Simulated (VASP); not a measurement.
# Pd: single point with r2SCAN

The system is Pd.

```
CELL_PARAMETERS angstrom
-1.57228 1.57228 1.57228
1.57228 -1.57228 1.57228
1.57228 1.57228 -1.57228
ATOMIC_POSITIONS crystal
Pd 0.00000 0.00000 0.00000
```

| Item | Value |
| --- | --- |
| Program | VASP 6.6.1 |
| Task | single point |
| Functional | r2SCAN |
| Potentials or basis | VASP PAW PBE potentials, release 64 (Pd) |
| Cutoff | 520 eV |
| k mesh | 10 × 10 × 10 |
| Occupations | fermi-dirac, width 0.05 eV |
| Spin | no spin polarisation |
| Dipole correction | no |
| Further INCAR settings | ALGO = Normal; EDIFF = 1e-07; NBANDS = 11 |

The pressure is -4.9 GPa and the band gap on the k mesh is zero (band 5 reaches 9.34 eV, above the bottom of band 6 at 7.80 eV).

Levels at points of the mesh, in eV from the Fermi level:
| k point | band 1 | band 2 | band 3 | band 4 | band 5 | band 6 | band 7 | band 8 | band 9 | band 10 |
| --- | --- | --- | --- | --- | --- | --- | --- | --- | --- | --- |
| (0.00, 0.00, 0.00) | -6.78 | -2.83 | -2.83 | -2.83 | -0.98 | -0.98 | 20.20 | 20.20 | 20.20 | 22.77 |
| (0.50, 0.00, 0.00) | -5.05 | -3.97 | -1.04 | -0.77 | 0.55 | 1.76 | 7.90 | 15.78 | 18.18 | 22.73 |
| (0.50, 0.50, 0.50) | -5.02 | -5.02 | 0.19 | 0.19 | 0.19 | 9.58 | 9.58 | 9.58 | 17.63 | 17.79 |

Wall time 60 s on 1 thread of AMD EPYC 7R13, with other jobs on the host, peak memory 0.1 GiB.

Caveat: the PAW data sets were made with another functional, which shifts forces and pressure a little.
